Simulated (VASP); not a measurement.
# Re (Im-3m) in VASP: notebook

The runs below take Re through single point, with BLYP.

Everything below comes from runs of VASP 6.6.1. Logs are shortened: lines on timing, memory, paths and dates and some standing lists are left out, and cuts for length are marked.

**1. The cell of the first run**

It takes space group Im-3m (No. 229, cubic). The conventional cell has a = 3.155 Å, b = 3.155 Å, c = 3.155 Å, α = 90.00°, β = 90.00°, γ = 90.00°. Within 3.6 Å of Re (site symmetry m-3m) lie 14 Re at 2.73 to 3.15 Å.

**2. Single point, BLYP**

Contents of INCAR:

```
SYSTEM = Re
PREC     = Accurate       ! precision mode
ENCUT    = 520            ! plane-wave cutoff, eV
EDIFF    = 1E-7           ! SCF threshold, eV
ISMEAR   = -1             ! smearing method
SIGMA    = 0.1            ! smearing width, eV
LREAL    = .False.        ! projectors in reciprocal space
LASPH    = .True.         ! aspherical terms in the spheres
NELM     = 60             ! most SCF steps
ALGO     = Normal         ! electronic algorithm
ISIF     = 2              ! what is computed and relaxed
LWAVE    = .False.        ! write WAVECAR
LCHARG   = .False.        ! write CHGCAR
GGA      = B5             ! functional
ALDAX    = 1.0          
AGGAX    = 1.0          
AGGAC    = 1.0          
ALDAC    = 0.0          
NBANDS   = 10             ! bands
```

Contents of KPOINTS:

```
regular mesh
0
Gamma
  23 23 23
  0 0 0
```

Contents of POSCAR:

```
Re
1.0
   -1.5774902056      1.5774902056      1.5774902056
    1.5774902056     -1.5774902056      1.5774902056
    1.5774902056      1.5774902056     -1.5774902056
Re
1
Direct
    0.0000000000      0.0000000000      0.0000000000
```

Potentials or basis: VASP PAW PBE potentials, release 64 (Re).

Command:

```console
$ cat potpaw_PBE.64/Re/POTCAR > POTCAR
$ mpirun -np 1 vasp_std > vasp.out
```

OUTCAR:

```text
SYSTEM = Re
   PREC = Accurate
   ENCUT = 520
   EDIFF = 1E-7
   ISMEAR = -1
   LREAL = .False.
   LASPH = .True.
   NELM = 60
   ISIF = 2
   GGA = B5

 ion  position               nearest neighbor table
   1  0.000  0.000  0.000-

  LATTYP: Found a body centered cubic cell.
 ALAT       =     3.1549804112

  Lattice vectors:

 A1 = (  -1.5774902056,   1.5774902056,   1.5774902056)
 A2 = (   1.5774902056,  -1.5774902056,   1.5774902056)
 A3 = (   1.5774902056,   1.5774902056,  -1.5774902056)

Analysis of symmetry for initial positions (statically):
=====================================================================
 Subroutine PRICEL returns:
 Original cell was already a primitive cell.

 Routine SETGRP: Setting up the symmetry group for a
 body centered cubic supercell.

 Subroutine GETGRP returns: Found 48 space group operations
 (whereof 48 operations were pure point group operations)
 out of a pool of 48 trial point group operations.

The static configuration has the point symmetry O_h .

Analysis of symmetry for dynamics (positions and initial velocities):
=====================================================================
 Subroutine PRICEL returns:
 Original cell was already a primitive cell.

 Routine SETGRP: Setting up the symmetry group for a
 body centered cubic supercell.

 Subroutine GETGRP returns: Found 48 space group operations
 (whereof 48 operations were pure point group operations)
 out of a pool of 48 trial point group operations.

The dynamic configuration has the point symmetry O_h .

 Subroutine INISYM returns: Found 48 space group operations
 (whereof 48 operations are pure point group operations),
 and found     1 'primitive' translations

----------------------------------------------------------------------------------------

                                     Primitive cell

  volume of cell :      15.7022

  direct lattice vectors                    reciprocal lattice vectors
    -1.577490206  1.577490206  1.577490206     0.000000000  0.316959179  0.316959179
     1.577490206 -1.577490206  1.577490206     0.316959179  0.000000000  0.316959179
     1.577490206  1.577490206 -1.577490206     0.316959179  0.316959179  0.000000000

  length of vectors
     2.732293185  2.732293185  2.732293185     0.448247969  0.448247969  0.448247969

  position of ions in fractional coordinates (direct lattice)
     0.000000000  0.000000000  0.000000000

  ion indices of the primitive-cell ions
   primitive index   ion index
                 1           1

----------------------------------------------------------------------------------------

 KPOINTS: regular mesh

Automatic generation of k-mesh.
 Grid dimensions read from file:
 generate k-points for:   23   23   23

 Generating k-lattice:

  Cartesian coordinates                     Fractional coordinates (reciprocal lattice)
     0.000000000  0.013780834  0.013780834     0.043478261  0.000000000  0.000000000
     0.013780834  0.000000000  0.013780834     0.000000000  0.043478261  0.000000000
     0.013780834  0.013780834  0.000000000     0.000000000  0.000000000  0.043478261

  Length of vectors
     0.019489042  0.019489042  0.019489042

  Shift w.r.t. Gamma in fractional coordinates (k-lattice)
     0.000000000  0.000000000  0.000000000

 Subroutine IBZKPT returns following result:
 ===========================================

 Found    364 irreducible k-points:

 Following reciprocal coordinates:
            Coordinates               Weight
  0.000000  0.000000  0.000000      1.000000
  0.043478  0.000000  0.000000     12.000000
  0.086957  0.000000  0.000000     12.000000
  0.130435  0.000000  0.000000     12.000000
  0.173913  0.000000  0.000000     12.000000
  0.217391  0.000000  0.000000     12.000000
[... 16 lines left out ...]
  0.478261  0.043478  0.000000     24.000000
  0.086957  0.086957  0.000000     24.000000
 [... further k-points ...]
   k-points           NKPTS =    364   k-points in BZ     NKDIM =    364   number of bands    NBANDS=     10
   number of dos      NEDOS =    301   number of ions     NIONS =      1
   total plane-waves  NPLWV =   8000
   dimension x,y,z NGX =    20 NGY =   20 NGZ =   20
   dimension x,y,z NGXF=    40 NGYF=   40 NGZF=   40
   ions per type =               1
   NGX,Y,Z   is equivalent  to a cutoff of  12.17, 12.17, 12.17 a.u.
   NGXF,Y,Z  is equivalent  to a cutoff of  24.34, 24.34, 24.34 a.u.
 SYSTEM =  Re
   PREC   = accura    normal or accurate (medium, high low for compatibility)
   ISTART =      0    job   : 0-new  1-cont  2-samecut
   ICHARG =      2    charge: 1-file 2-atom 10-const
   ISPIN  =      1    spin polarized calculation?
   LNONCOLLINEAR =      F non collinear calculations
   LSORBIT =      F    spin-orbit coupling
   LASPH  =      T    aspherical Exc in radial PAW
   ENCUT  =  520.0 eV  38.22 Ry    6.18 a.u.   5.08  5.08  5.08*2*pi/ulx,y,z
   NELM   =     60;   NELMIN=  2; NELMDL= -5     # of ELM steps
   EDIFF  = 0.1E-06   stopping-criterion for ELM
   LREAL  =      F    real-space projection
   EDIFFG = 0.1E-05   stopping-criterion for IOM
   NSW    =      0    number of steps for IOM
   IBRION =     -1    ionic relax: 0-MD 1-quasi-New 2-CG
   NFREE  =      0    steps in history (QN), initial steepest desc. (CG)
   ISIF   =      2    stress and relaxation
   ISYM   =      2    0-nonsym 1-usesym 2-fastsym
   POTIM  = 0.5000    time-step for ionic-motion
   TEBEG  =    0.0;   TEEND  =   0.0 temperature during run
   PSTRESS=    0.0 pullay stress
   NELECT =       7.0000    total number of electrons
   NUPDOWN=      -1.0000    fix difference up-down
   EMIN   =  10.00;   EMAX   =-10.00  energy-range for DOS
   EFERMI =   0.00;   METHOD = LEGACY
   ISMEAR =    -1;   SIGMA  =   0.10  broadening in eV -4-tet -1-fermi 0-gaus
   EFERMI_NEDOS =   21; number of points for ismear=-14 and -15
   IALGO  =     38    algorithm
   IMIX   =      4    mixing-type and parameters
     AMIX     =   0.40;   BMIX     =  1.00
     AMIX_MAG =   1.60;   BMIX_MAG =  1.00
  volume/ion in A,a.u.               =      15.70       105.96
  Fermi-wavevector in a.u.,A,eV,Ry     =   1.250607  2.363304 21.279754  1.564018
  Thomas-Fermi vector in A             =   2.384593
   LORBIT       =      0    0 simple, 1 ext, 2 COOP (PROOUT), +10 PAW based schemes
   GGA     = B5    functional components
   LHFCALC =     F    Hartree Fock is set to
   AEXX    =    0.0000 exact exchange contribution
   IVDW    =     0    specifies the selected vdW correction
   LEPSILON=     F    determine dielectric tensor
   LRPA    =     F    only Hartree local field effects (RPA)
 non-spin polarized calculation
  energy-cutoff  :      520.00
  volume of cell :       15.70
 maximum number of plane-waves:       436
   NGX = 11   NGY = 11   NGZ = 11

 number of electron       7.0000001 magnetization

 Free energy of the ion-electron system (eV)
  ---------------------------------------------------
  ext. energy  EPLUGINS =         0.00000000
  ---------------------------------------------------
  free energy    TOTEN  =       -10.47605845 eV

  energy without entropy =      -10.43998071  energy(sigma->0) =      -10.45801958

 E-fermi :   8.5321     XC(G=0): -12.6870

 val. band max:        8.5152150493   @ k =  -0.3478   0.3913   0.3043
 cond. band min:       8.5343170193   @ k =  -0.1304   0.1304   0.0435
 fundamental gap:      0.0191019700
 Fermi energy:         8.5321172181

 k-point     1 :       0.0000    0.0000    0.0000
  band No.  band energies     occupation
      1      -1.5343      2.00000
      2       5.9935      2.00000
      3       5.9935      2.00000
      4       5.9935      2.00000
      5       9.2481      0.00155
      6       9.2481      0.00155
      7      24.2340      0.00000
      8      24.2340      0.00000
      9      24.2340      0.00000
     10      35.6138      0.00000

 k-point     2 :       0.0435    0.0000    0.0000
  band No.  band energies     occupation
      1      -1.4471      2.00000
      2       5.9467      2.00000
      3       5.9883      2.00000
      4       6.0762      2.00000
      5       9.1769      0.00316
      6       9.2504      0.00152
      7      24.2998      0.00000
      8      24.3788      0.00000
      9      24.4083      0.00000
     10      34.5358      0.00000

 k-point     3 :       0.0870    0.0000    0.0000
  band No.  band energies     occupation
      1      -1.1904      2.00000
      2       5.8124      2.00000
      3       5.9653      2.00000
      4       6.3222      2.00000
      5       8.9966      0.01905
      6       9.2588      0.00140
      7      24.4709      0.00000
      8      24.8059      0.00000
      9      24.8736      0.00000
     10      32.9610      0.00000

 k-point     4 :       0.1304    0.0000    0.0000
  band No.  band energies     occupation
      1      -0.7812      2.00000
      2       5.6074      2.00000
      3       5.9072      2.00000
      4       6.7259      2.00000
      5       8.7902      0.14079
      6       9.2778      0.00115
      7      24.6563      0.00000
      8      25.4406      0.00000
      9      25.4956      0.00000
     10      31.6626      0.00000
[... 222 lines left out ...]
 k-point    22 :       0.4348    0.0435    0.0000
  band No.  band energies     occupation
      1       1.7016      2.00000
      2       4.0046      2.00000
      3       8.1344      1.96321
      4       9.1456      0.00432
      5      10.0104      0.00000
      6      12.4904      0.00000
      7      18.0049      0.00000
      8      20.9240      0.00000
      9      25.1654      0.00000
     10      32.1677      0.00000

 k-point    23 :       0.4783    0.0435    0.0000
  band No.  band energies     occupation
      1       1.6901      2.00000
      2       3.9739      2.00000
      3       8.4624      1.33516
      4       9.0634      0.00981
      5      10.0737      0.00000
      6      12.7055      0.00000
      7      17.6520      0.00000
      8      20.8007      0.00000
      9      24.8667      0.00000
     10      32.0034      0.00000

 k-point    24 :       0.0870    0.0870    0.0000
  band No.  band energies     occupation
      1      -0.5423      2.00000
      2       5.5895      2.00000
      3       5.7210      2.00000
      4       7.0242      2.00000
      5       8.6348      0.52751
      6       9.3523      0.00055
      7      24.9237      0.00000
      8      25.5323      0.00000
      9      25.7754      0.00000
     10      30.6987      0.00000

 [... further k-points ...]

------------------------ aborting loop because EDIFF is reached ----------------------------------------

  FORCE on cell =-STRESS in cart. coord.  units (eV):
  Direction    XX          YY          ZZ          XY          YZ          ZX
  --------------------------------------------------------------------------------------
  -------------------------------------------------------------------------------------
  Total        0.1776874      0.1776874      0.1776874     -0.0000000     -0.0000000     -0.0000000
  in kB       18.1303918     18.1303918     18.1303918     -0.0000000     -0.0000000     -0.0000000
  external PRESSURE =      18.1303918 kB  Pullay stress =       0.0000000 kB

 VOLUME and BASIS-vectors are now :
 -----------------------------------------------------------------------------
  energy-cutoff  :      520.00
  volume of cell :       15.70
      direct lattice vectors                 reciprocal lattice vectors
    -1.577490206  1.577490206  1.577490206     0.000000000  0.316959179  0.316959179
     1.577490206 -1.577490206  1.577490206     0.316959179  0.000000000  0.316959179
     1.577490206  1.577490206 -1.577490206     0.316959179  0.316959179  0.000000000

 POSITION                                       TOTAL-FORCE (eV/Angst)
 -----------------------------------------------------------------------------------
      0.00000      0.00000      0.00000         0.000000     -0.000000     -0.000000
 -----------------------------------------------------------------------------------
    total drift:                                0.000000      0.000000     -0.000000

  FREE ENERGIE OF THE ION-ELECTRON SYSTEM (eV)
  ---------------------------------------------------
  free  energy   TOTEN  =       -10.4760584479 eV

  energy  without entropy=      -10.4399807119  energy(sigma->0) =      -10.45801958
```

It took 26 s on 1 thread of Intel Xeon 6975P-C (Granite Rapids), shared host; peak memory 0.17 GiB.

Results:

- Free energy: -10.4761 eV
- Pressure: 1.8 GPa

Caveat: the PAW data sets were made with another functional, which shifts forces and pressure a little; spin-orbit coupling is left out, which moves the levels of the heavy elements.

(Continued in part 2 of 2.)
